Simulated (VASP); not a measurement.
# Mg12H (a cell with a defect): single point with PBE+D3(BJ)

Mg12H (a cell with a defect):

```
Mg H
1.0
     6.42000    0.00000    0.00000
    -4.81500    8.33982    0.00000
     0.00000    0.00000    5.21304
Mg H
12 1
Direct
  0.01940 0.00988 0.04360
  0.21499 0.22729 0.54220
  0.06111 0.34750 0.96697
  0.14892 0.59088 0.48477
  0.97386 0.67099 0.94790
  0.18144 0.90936 0.47005
  0.51606 0.96627 0.01865
  0.67509 0.18305 0.51296
  0.47992 0.31624 0.01256
  0.62491 0.55747 0.47813
  0.46144 0.65812 0.00194
  0.64754 0.89782 0.51998
  0.23105 0.75901 0.24143
```

| Quantity | Value |
| --- | --- |
| Program | VASP 6.6.1 |
| Task | single point |
| Functional | PBE |
| Dispersion | D3(BJ) |
| Potentials or basis | VASP PAW PBE potentials, release 64 (Mg, H) |
| Cutoff | 520 eV |
| k mesh | 2 × 2 × 2 |
| Occupations | fermi-dirac, width 0.1 eV |
| Spin | no spin polarisation |

```
Pressure                   : 0.0 GPa
Largest force              : 1.452 eV/Å
Dispersion energy per atom : -0.267 eV
```

Forces on the atoms (eV/Å):
```
Mg  -0.430 -0.083 -0.649
Mg  -0.481 -0.290 -0.494
Mg  -1.033 -0.389  0.383
Mg   0.191 -0.914  0.160
Mg  -0.124 -0.083  0.224
Mg  -0.214 -0.364  0.758
Mg  -0.701  0.776 -0.234
Mg  -0.254  1.425 -0.116
Mg   1.023  0.329  0.147
Mg   0.247  0.065  0.201
Mg   0.562  0.173 -0.328
Mg   1.113 -0.825  0.222
H    0.100  0.181 -0.275
```

Stress tensor (GPa, compression positive):
```
-1.79 -0.37  0.15
-0.37  0.51 -0.02
 0.15 -0.02  1.41
```

Levels at points of the mesh, in eV from the Fermi level:
```tsv
k point	band 9	band 10	band 11	band 12	band 13	band 14	band 15	band 16
(0.00, 0.00, 0.00)	-1.18	-0.78	-0.08	0.13	0.34	0.66	0.74	1.50
(0.50, 0.00, 0.00)	-0.46	-0.37	-0.24	-0.14	0.13	0.29	0.41	0.60
(0.00, 0.50, 0.00)	-1.63	-0.96	-0.80	-0.49	-0.23	0.07	1.13	1.70
(0.50, 0.50, 0.00)	-0.42	-0.27	0.10	0.80	0.82	0.95	1.04	1.25
(0.00, 0.00, 0.50)	-1.71	-1.59	-1.05	-0.88	-0.54	-0.35	0.66	1.18
(0.50, 0.00, 0.50)	-1.33	-0.66	-0.62	-0.54	0.29	0.89	0.98	1.03
(0.00, 0.50, 0.50)	-1.23	-1.15	-0.98	-0.94	-0.38	-0.30	-0.23	-0.14
(0.50, 0.50, 0.50)	-2.31	-1.90	-1.81	-1.78	0.98	2.30	2.37	2.41
```

Run time: 80 s on 1 thread of Intel(R) Xeon(R) Platinum 8375C CPU @ 2.90GHz (Ice Lake), on a shared host, peak memory 0.36 GiB.

Caveat: the k points lie up to 0.60 Å⁻¹ apart.
